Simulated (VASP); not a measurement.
Crystal: WSe2.

```
CELL_PARAMETERS angstrom
3.32067 0.00000 0.00000
-1.66034 2.87579 0.00000
0.00000 0.00000 15.26924
ATOMIC_POSITIONS crystal
W 0.33333 0.66667 0.25000
W 0.66667 0.33333 0.75000
Se 0.33333 0.66667 0.64009
Se 0.66667 0.33333 0.14009
Se 0.33333 0.66667 0.85991
Se 0.66667 0.33333 0.35991
```

Base run:

* Program: VASP 6.6.1
* Functional: PBEsol
* Potentials or basis: VASP PAW PBE potentials, release 64 (W_sv, Se)
* Cutoff: 520 eV
* k mesh: 10 × 10 × 2
* Occupations: gaussian, width 0.05 eV
* Spin: collinear spin
* Starting moments: [0.05, 0.05, 0.0, 0.0, 0.0, 0.0] μB

Its results: band gap on the k mesh 1.62 eV (least direct gap 1.81 eV); pressure -3.4 GPa; net moment 0.00 μB per cell; largest force 0.343 eV/Å.

Task: The run is repeated on the same cell with these changes: functional from PBEsol to PBE. What comes out?

Result: Band gap on the k mesh 1.64 eV (least direct gap 1.81 eV); pressure 0.2 GPa; net moment 0.00 μB per cell; largest force 0.044 eV/Å.

PBE binds less tightly than PBEsol, so the same cell stands under more pressure.

Caveats: spin-orbit coupling is left out, which moves the levels of the heavy elements; this functional lacks dispersion, which binds the layers, so the pressure and a relaxed spacing across them are unreliable; the cell stands under tension (at least some runs); the PAW data sets were made with another functional, which shifts forces and pressure a little (at least some runs).

A k mesh can miss the band edges.
